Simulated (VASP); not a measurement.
Set up this calculation in VASP 6.6.1, as the native input.

```yaml
Task: single point
Functional: PBE
Potentials_or_basis: VASP PAW PBE potentials, release 64 (Si)
Cutoff: 520 eV
k_mesh: 16 × 16 × 16
Occupations: fermi-dirac, width 0.05 eV
Spin: no spin polarisation
Dipole_correction: no
Further_INCAR_settings: ALGO = Normal; EDIFF = 1e-06; NBANDS = 11
```

The structure of Si lies in POSCAR:

```
Si
1.0
   -2.2205773517      2.3364893192      1.2577681579
    2.2205773517     -2.3364893192      1.2577681579
    2.2205773517      2.3364893192     -1.2577681579
Si
2
Direct
    0.8070000000      0.5570000000      0.2500000000
    0.1930000000      0.4430000000      0.7500000000
```

One way to write it, as run:

INCAR

```
SYSTEM = Si
ALGO = Normal
EDIFF = 1E-6
ENCUT = 520
GGA = PE
ISIF = 2
ISMEAR = -1
LASPH = .True.
LCHARG = .True.
LELF = .True.
LREAL = .False.
LVHAR = .True.
LWAVE = .False.
NBANDS = 11
NELM = 60
PREC = Accurate
SIGMA = 0.05
```

KPOINTS

```
k-points
0
Gamma
  16 16 16
  0 0 0
```

Potentials or basis: VASP PAW PBE potentials, release 64 (Si).

Launch:

```console
$ cat potpaw_PBE.64/Si/POTCAR > POTCAR
$ mpirun -np 1 vasp_std > vasp.out
```

It gave:

- Pressure: 23.3 GPa
- Largest force: 0.041 eV/Å
- Band gap on the k mesh: zero (bands 4 and 5 overlap by 7.71 eV)

Caveat: the cell stands under pressure.

It took 3.4 min on 1 thread of Intel Xeon 8259CL, on a shared host, peak memory 0.26 GiB.
